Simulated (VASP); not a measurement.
# NbTe (P-6m2) in VASP: a series of runs

Aim: see how the results for NbTe move with the level of theory and the settings. Levels: PBEsol, PBEsol+D3(BJ), PBEsol+D4. Tasks: relaxation of cell and atoms.

Program: VASP 6.6.1. These are calculated values, not measurements. Logs are shortened: lines on timing, memory, paths and dates and some standing lists are left out, and cuts for length are marked.

## Step 1: The cell of the first run

Symmetry: P-6m2, No. 187, hexagonal system. Conventional cell: a = 3.703 Å, b = 3.703 Å, c = 3.694 Å, α = 90.00°, β = 90.00°, γ = 120.00°. Within 3.7 Å of Te (site symmetry -6m2) lie 6 Nb at 2.83 Å and 2 Te at 3.69 Å. Nb (site symmetry -6m2) has 6 Te at 2.83 Å and 2 Nb at 3.69 Å within 3.7 Å.

## Step 2: Relaxation of cell and atoms, PBEsol, target pressure 30 GPa, at which the enthalpy is minimised

The input, INCAR:

```
PREC     = Accurate       # precision mode
ENCUT    = 600            # plane-wave cutoff, eV
EDIFF    = 1E-7           # SCF threshold, eV
ISMEAR   = -1             # smearing method
SIGMA    = 0.05           # smearing width, eV
LREAL    = False          # projectors in reciprocal space
LASPH    = True           # aspherical terms in the spheres
NELM     = 80             # most SCF steps
ALGO     = Normal         # electronic algorithm
ISIF     = 3              # what is computed and relaxed
LWAVE    = False          # write WAVECAR
LCHARG   = False          # write CHGCAR
GGA      = PS             # functional
IBRION   = 2              # ionic algorithm
NSW      = 60             # ionic steps
EDIFFG   = -0.01          # ionic threshold
PSTRESS  = 300.0
```

The input, KPOINTS:

```
regular mesh
0
Gamma
  8 8 7
```

The input, POSCAR:

```
NbTe
1.0
    3.7029743866      0.0000000000      0.0000000000
   -1.8514871933      3.2068698884      0.0000000000
    0.0000000000      0.0000000000      3.6942110000
Te Nb
1 1
Direct
    0.6666666667      0.3333333333      0.0000000000
    0.0000000000      0.0000000000      0.5000000000
```

Potentials or basis: VASP PAW PBE potentials, release 64 (Te, Nb_sv).

The run is started by

```console
$ cat potpaw_PBE.64/Te/POTCAR potpaw_PBE.64/Nb_sv/POTCAR > POTCAR
$ mpirun -np 1 vasp_std > vasp.out
```

OUTCAR:

```text
PREC = Accurate
   ENCUT = 600
   EDIFF = 1E-7
   ISMEAR = -1
   LREAL = False
   LASPH = True
   NELM = 80
   ISIF = 3
   GGA = PS
   IBRION = 2
   NSW = 60
   EDIFFG = -0.01
   PSTRESS = 300.0

 ion  position               nearest neighbor table
   1  0.667  0.333  0.000-   2 2.83   2 2.83   2 2.83   2 2.83   2 2.83   2 2.83
   2  0.000  0.000  0.500-   1 2.83   1 2.83   1 2.83   1 2.83   1 2.83   1 2.83

  LATTYP: Found a hexagonal cell.
 ALAT       =     3.7029743866
 C/A-ratio  =     0.9976334196

  Lattice vectors:

 A1 = (   3.7029743866,   0.0000000000,   0.0000000000)
 A2 = (  -1.8514871933,   3.2068698884,   0.0000000000)
 A3 = (   0.0000000000,   0.0000000000,   3.6942110000)

Analysis of symmetry for initial positions (statically):
=====================================================================
 Subroutine PRICEL returns:
 Original cell was already a primitive cell.

 Routine SETGRP: Setting up the symmetry group for a
 hexagonal supercell.

 Subroutine GETGRP returns: Found 12 space group operations
 (whereof 12 operations were pure point group operations)
 out of a pool of 24 trial point group operations.

The static configuration has the point symmetry D_3h.

Analysis of symmetry for dynamics (positions and initial velocities):
=====================================================================
 Subroutine PRICEL returns:
 Original cell was already a primitive cell.

 Routine SETGRP: Setting up the symmetry group for a
 hexagonal supercell.

 Subroutine GETGRP returns: Found 12 space group operations
 (whereof 12 operations were pure point group operations)
 out of a pool of 24 trial point group operations.

The dynamic configuration has the point symmetry D_3h.

 Subroutine INISYM returns: Found 12 space group operations
 (whereof 12 operations are pure point group operations),
 and found     1 'primitive' translations

----------------------------------------------------------------------------------------

                                     Primitive cell

  volume of cell :      43.8686

  direct lattice vectors                    reciprocal lattice vectors
     3.702974387  0.000000000  0.000000000     0.270053178  0.155915275  0.000000000
    -1.851487193  3.206869888  0.000000000     0.000000000  0.311830550  0.000000000
     0.000000000  0.000000000  3.694211000     0.000000000  0.000000000  0.270693796

  length of vectors
     3.702974387  3.702974387  3.694211000     0.311830550  0.311830550  0.270693796

  position of ions in fractional coordinates (direct lattice)
     0.666666667  0.333333333  0.000000000
     0.000000000  0.000000000  0.500000000

  ion indices of the primitive-cell ions
   primitive index   ion index
                 1           1
                 2           2

----------------------------------------------------------------------------------------

 KPOINTS: regular mesh

Automatic generation of k-mesh.
 Grid dimensions read from file:
 generate k-points for:    8    8    7

 Generating k-lattice:

  Cartesian coordinates                     Fractional coordinates (reciprocal lattice)
     0.033756647  0.019489409  0.000000000     0.125000000  0.000000000  0.000000000
     0.000000000  0.038978819  0.000000000     0.000000000  0.125000000  0.000000000
     0.000000000  0.000000000  0.038670542     0.000000000  0.000000000  0.142857143

  Length of vectors
     0.038978819  0.038978819  0.038670542

  Shift w.r.t. Gamma in fractional coordinates (k-lattice)
     0.000000000  0.000000000  0.000000000

 Subroutine IBZKPT returns following result:
 ===========================================

 Found     40 irreducible k-points:

 Following reciprocal coordinates:
            Coordinates               Weight
  0.000000  0.000000  0.000000      1.000000
  0.125000 -0.000000  0.000000      6.000000
  0.250000 -0.000000  0.000000      6.000000
  0.375000  0.000000  0.000000      6.000000
  0.500000 -0.000000  0.000000      3.000000
  0.125000  0.125000  0.000000      6.000000
[... 16 lines left out ...]
  0.250000 -0.000000  0.285714     12.000000
  0.375000  0.000000  0.285714     12.000000
 [... further k-points ...]
   k-points           NKPTS =     40   k-points in BZ     NKDIM =     40   number of bands    NBANDS=     13
   number of dos      NEDOS =    301   number of ions     NIONS =      2
   total plane-waves  NPLWV =  27000
   dimension x,y,z NGX =    30 NGY =   30 NGZ =   30
   dimension x,y,z NGXF=    60 NGYF=   60 NGZF=   60
   ions per type =               1   1
   NGX,Y,Z   is equivalent  to a cutoff of  13.47, 13.47, 13.50 a.u.
   NGXF,Y,Z  is equivalent  to a cutoff of  26.94, 26.94, 27.00 a.u.
 SYSTEM =  unknown system
   PREC   = accura    normal or accurate (medium, high low for compatibility)
   ISTART =      0    job   : 0-new  1-cont  2-samecut
   ICHARG =      2    charge: 1-file 2-atom 10-const
   ISPIN  =      1    spin polarized calculation?
   LNONCOLLINEAR =      F non collinear calculations
   LSORBIT =      F    spin-orbit coupling
   LASPH  =      T    aspherical Exc in radial PAW
   ENCUT  =  600.0 eV  44.10 Ry    6.64 a.u.   7.40  7.40  7.38*2*pi/ulx,y,z
   NELM   =     80;   NELMIN=  2; NELMDL= -5     # of ELM steps
   EDIFF  = 0.1E-06   stopping-criterion for ELM
   LREAL  =      F    real-space projection
   EDIFFG = -.1E-01   stopping-criterion for IOM
   NSW    =     60    number of steps for IOM
   IBRION =      2    ionic relax: 0-MD 1-quasi-New 2-CG
   NFREE  =      1    steps in history (QN), initial steepest desc. (CG)
   ISIF   =      3    stress and relaxation
   ISYM   =      2    0-nonsym 1-usesym 2-fastsym
   POTIM  = 0.5000    time-step for ionic-motion
   TEBEG  =    0.0;   TEEND  =   0.0 temperature during run
   PSTRESS=  300.0 pullay stress
   NELECT =      19.0000    total number of electrons
   NUPDOWN=      -1.0000    fix difference up-down
   EMIN   =  10.00;   EMAX   =-10.00  energy-range for DOS
   EFERMI =   0.00;   METHOD = LEGACY
   ISMEAR =    -1;   SIGMA  =   0.05  broadening in eV -4-tet -1-fermi 0-gaus
   EFERMI_NEDOS =   21; number of points for ismear=-14 and -15
   IALGO  =     38    algorithm
   IMIX   =      4    mixing-type and parameters
     AMIX     =   0.40;   BMIX     =  1.00
     AMIX_MAG =   1.60;   BMIX_MAG =  1.00
  volume/ion in A,a.u.               =      21.93       148.02
  Fermi-wavevector in a.u.,A,eV,Ry     =   1.238630  2.340671 20.874103  1.534203
  Thomas-Fermi vector in A             =   2.373147
   LORBIT       =      0    0 simple, 1 ext, 2 COOP (PROOUT), +10 PAW based schemes
   GGA     = PS    functional components
   LHFCALC =     F    Hartree Fock is set to
   AEXX    =    0.0000 exact exchange contribution
   IVDW    =     0    specifies the selected vdW correction
   LEPSILON=     F    determine dielectric tensor
   LRPA    =     F    only Hartree local field effects (RPA)
 conjugate gradient relaxation of ions
 non-spin polarized calculation
  energy-cutoff  :      600.00
  volume of cell :       43.87
 maximum number of plane-waves:      1509
 NGX is ok and might be reduce to    30
   NGX = 15   NGY = 15   NGZ = 15

--------------------------------------- Ionic step        1  -------------------------------------------

 number of electron      19.0000000 magnetization

 Free energy of the ion-electron system (eV)
  ---------------------------------------------------
  ext. energy  EPLUGINS =         0.00000000
  ---------------------------------------------------
  free energy    TOTEN  =       -14.87076347 eV

  energy without entropy =      -14.85933833  energy(sigma->0) =      -14.86505090

------------------------ aborting loop because EDIFF is reached ----------------------------------------

  FORCE on cell =-STRESS in cart. coord.  units (eV):
  Direction    XX          YY          ZZ          XY          YZ          ZX
  --------------------------------------------------------------------------------------
  -------------------------------------------------------------------------------------
  Total       -1.4546875     -1.4546875     -1.4637625      0.0000000      0.0000000      0.0000000
  in kB      -53.1283749    -53.1283749    -53.4598156      0.0000000      0.0000000      0.0000000
  external PRESSURE =    -353.2388551 kB  Pullay stress =     300.0000000 kB
[... 93 lines left out ...]
  FREE ENERGIE OF THE ION-ELECTRON SYSTEM (eV)
  ---------------------------------------------------
  free  energy   TOTEN  =       -14.6726493785 eV

  energy  without entropy=      -14.6636412776  energy(sigma->0) =      -14.66814533

  enthalpy is  TOTEN    =        -7.6148979236 eV   P V=        7.0577514549

[... ionic steps 4 to 10 ...]

--------------------------------------- Ionic step       11  -------------------------------------------

 number of electron      19.0000001 magnetization

------------------------ aborting loop because EDIFF is reached ----------------------------------------

  FORCE on cell =-STRESS in cart. coord.  units (eV):
  Direction    XX          YY          ZZ          XY          YZ          ZX
  --------------------------------------------------------------------------------------
  -------------------------------------------------------------------------------------
  Total        6.6773956      6.6773956      6.7152332     -0.0000000     -0.0000000      0.0000000
  in kB      302.4666039    302.4666039    304.1805380     -0.0000000     -0.0000000      0.0000000
  external PRESSURE =       3.0379153 kB  Pullay stress =     300.0000000 kB
[... 61 lines left out ...]
  enthalpy is  TOTEN    =        -7.7356833857 eV   P V=        6.6575786906

--------------------------------------- Ionic step       13  -------------------------------------------

 number of electron      19.0000001 magnetization

 Free energy of the ion-electron system (eV)
  ---------------------------------------------------
  ext. energy  EPLUGINS =         0.00000000
  ---------------------------------------------------
  free energy    TOTEN  =       -14.36675701 eV

  energy without entropy =      -14.35876342  energy(sigma->0) =      -14.36276021

 E-fermi :  14.2490     XC(G=0): -12.4751

 val. band max:       14.1976881386   @ k =   0.2500  -0.0000   0.2857
 cond. band min:      14.3057756706   @ k =   0.2500   0.2500   0.0000
 fundamental gap:      0.1080875319
 Fermi energy:        14.2490062212

 k-point     1 :       0.0000    0.0000    0.0000
  band No.  band energies     occupation
      1     -40.9349      2.00000
      2     -17.3551      2.00000
      3     -16.9149      2.00000
      4     -16.9149      2.00000
      5      -1.5376      2.00000
      6      10.1076      2.00000
      7      10.9671      2.00000
      8      11.3154      2.00000
      9      11.3154      2.00000
     10      14.4726      0.02261
     11      14.4726      0.02261
     12      17.7465      0.00000
     13      17.7465      0.00000
[... 353 lines left out ...]
 k-point    24 :       0.3750    0.0000    0.2857
  band No.  band energies     occupation
      1     -40.8965      2.00000
      2     -17.3750      2.00000
      3     -17.2524      2.00000
      4     -16.9838      2.00000
      5       0.9287      2.00000
      6       6.8200      2.00000
      7       8.5386      2.00000
      8      10.5261      2.00000
      9      11.7758      2.00000
     10      14.7386      0.00011
     11      15.3707      0.00000
     12      17.0922      0.00000
     13      17.9568      0.00000

 [... further k-points ...]

------------------------ aborting loop because EDIFF is reached ----------------------------------------

  FORCE on cell =-STRESS in cart. coord.  units (eV):
  Direction    XX          YY          ZZ          XY          YZ          ZX
  --------------------------------------------------------------------------------------
  -------------------------------------------------------------------------------------
  Total        6.6228639      6.6228639      6.6425154      0.0000000      0.0000000      0.0000000
  in kB      299.6515247    299.6515247    300.5406559      0.0000000      0.0000000      0.0000000
  external PRESSURE =      -0.0520983 kB  Pullay stress =     300.0000000 kB
[... 17 lines left out ...]
  FREE ENERGIE OF THE ION-ELECTRON SYSTEM (eV)
  ---------------------------------------------------
  free  energy   TOTEN  =       -14.3667570128 eV

  energy  without entropy=      -14.3587634170  energy(sigma->0) =      -14.36276021

  enthalpy is  TOTEN    =        -7.7361911470 eV   P V=        6.6305658657

 reached required accuracy - stopping structural energy minimisation
```

Run time: 4.5 min. Hardware: 1 thread of Intel Xeon Platinum 8488C (Sapphire Rapids), shared host; peak memory 0.2 GiB.

Results:

```yaml
Free_energy: -14.3668 eV
Relaxed_volume: 17.71 Å³/atom
Relaxed_cell: a = 3.330 Å, b = 3.330 Å, c = 3.686 Å, α = 90.00°, β = 90.00°, γ = 120.00°
Space_group_after_relaxing_to_0.05_Å: P-6m2 (No. 187)
Energy_change_on_relaxing_the_enthalpy_is_what_falls: +252.0 meV/atom
Ionic_steps: 13
Pressure_after_relaxing: 30.0 GPa
```

Step by step:
| step | energy change (eV) | largest force (eV/Å) | pressure (GPa) | volume (Å³) |
| --- | --- | --- | --- | --- |
| 1 | 0.0000 | 0.0000 | -5.32 | 43.87 |
| 2 | 18.8949 | 0.0000 | 528.58 | 19.77 |
| 3 | 0.1981 | 0.0000 | 18.89 | 37.69 |
| 4 | 0.3170 | 0.0000 | 24.29 | 36.81 |
| 5 | 0.4625 | 0.0000 | 30.18 | 35.95 |
| 6 | 0.4351 | 0.0000 | 29.12 | 36.10 |
| 7 | 0.4422 | 0.0000 | 29.32 | 35.81 |
| 8 | 0.4646 | 0.0000 | 29.63 | 35.65 |
| 9 | 0.5249 | 0.0000 | 30.51 | 35.30 |
| 10 | 0.5166 | 0.0000 | 30.38 | 35.34 |
| 11 | 0.5117 | 0.0000 | 30.30 | 35.37 |
| 12 | 0.4775 | 0.0000 | 28.90 | 35.56 |
| 13 | 0.5040 | 0.0000 | 29.99 | 35.41 |

Final structure:
```
Te Nb
1.0
     3.33046    0.00000    0.00000
    -1.66523    2.88427    0.00000
     0.00000    0.00000    3.68638
Te Nb
1 1
Cartesian
  1.6652 0.9614 0.0000
  0.0000 0.0000 1.8432
```

Caveat: the cell is relaxed towards a set pressure, so the enthalpy falls and the energy may rise; the volume moved by over 15 % at a fixed basis, so the end points are rough; the PAW data sets were made with another functional, which shifts forces and pressure a little; spin-orbit coupling is left out, which moves the levels of the heavy elements.

(Part 1 of 3 ends here.)
